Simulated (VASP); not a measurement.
Write the native input for VASP 6.6.1 that does the following.

```yaml
Task: relaxation of shape and atoms at fixed volume
Functional: PBE
Potentials_or_basis: VASP PAW PBE potentials, release 64 (Te)
Cutoff: 600 eV
k_mesh: 16 × 16 × 18
Occupations: gaussian, width 0.1 eV
Spin: no spin polarisation
Dipole_correction: no
Further_INCAR_settings: ALGO = Normal; EDIFF = 1e-07; IBRION = 2; EDIFFG = -0.01; NSW = 50; ISIF = 4
```

The structure of Te lies in POSCAR:

```
Te
1.0
    3.2769689801      0.0000000000      0.0000000000
    0.0000000000      3.2769689801      0.0000000000
    0.0000000000      0.0000000000      3.2358390054
Te
1
Direct
    0.5000000000      0.5000000000      0.5000000000
```

This isn't the form of Te at room conditions, which is trigonal, of chains.

These files were run (other wordings do the same):

INCAR

```
PREC = Accurate
ENCUT = 600
EDIFF = 1E-7
ISMEAR = 0
SIGMA = 0.1
LREAL = False
LASPH = True
NELM = 100
ALGO = Normal
ISIF = 4
LWAVE = False
LCHARG = False
GGA = PE
IBRION = 2
NSW = 50
EDIFFG = -0.01
```

KPOINTS

```
Automatic mesh
0
Gamma
  16 16 18
```

Potentials or basis: VASP PAW PBE potentials, release 64 (Te).

The run is started by

```sh
$ cat potpaw_PBE.64/Te/POTCAR > POTCAR
$ mpirun -np 1 vasp_std > vasp.out
```

It gave:

```yaml
Energy_gained_by_relaxing: 0.1 meV/atom
Ionic_steps: 3
Pressure_after_relaxing: -2.6 GPa
Band_gap_on_the_k_mesh: zero (bands 3 and 4 overlap by 5.02 eV)
```

Caveat: spin-orbit coupling is left out, which moves the levels of the heavy elements.

It took 3.7 min on 1 thread of Intel(R) Xeon(R) Platinum 8259CL CPU @ 2.50GHz (Skylake/Cascade Lake), with other jobs on the host, peak memory 0.27 GiB.
